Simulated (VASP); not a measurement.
Input of a VASP 6.6.1 run:

File INCAR:

```
  PREC = Accurate
  ENCUT = 520
  EDIFF = 1E-7
  ISMEAR = 0
  SIGMA = 0.05
  LREAL = F
  LASPH = T
  NELM = 60
  ALGO = Normal
  ISIF = 2
  LWAVE = F
  LCHARG = F
  GGA = PE
  NBANDS = 10
```

Contents of KPOINTS:

```
Automatic mesh
0
Gamma
  6 6 6
```

Contents of POSCAR:

```
Na
1.0
    0.0000000000      2.6611756821      2.6611756821
    2.6611756821      0.0000000000      2.6611756821
    2.6611756821      2.6611756821      0.0000000000
Na
1
Direct
    0.0000000000      0.0000000000      0.0000000000
```

Potentials or basis: VASP PAW PBE potentials, release 64 (Na_pv).

The run is started by

```bash
$ cat potpaw_PBE.64/Na_pv/POTCAR > POTCAR
$ mpirun -np 1 vasp_std > vasp.out
```

(1) What does it give for the pressure?

## Answers

(1) -0.1 GPa.
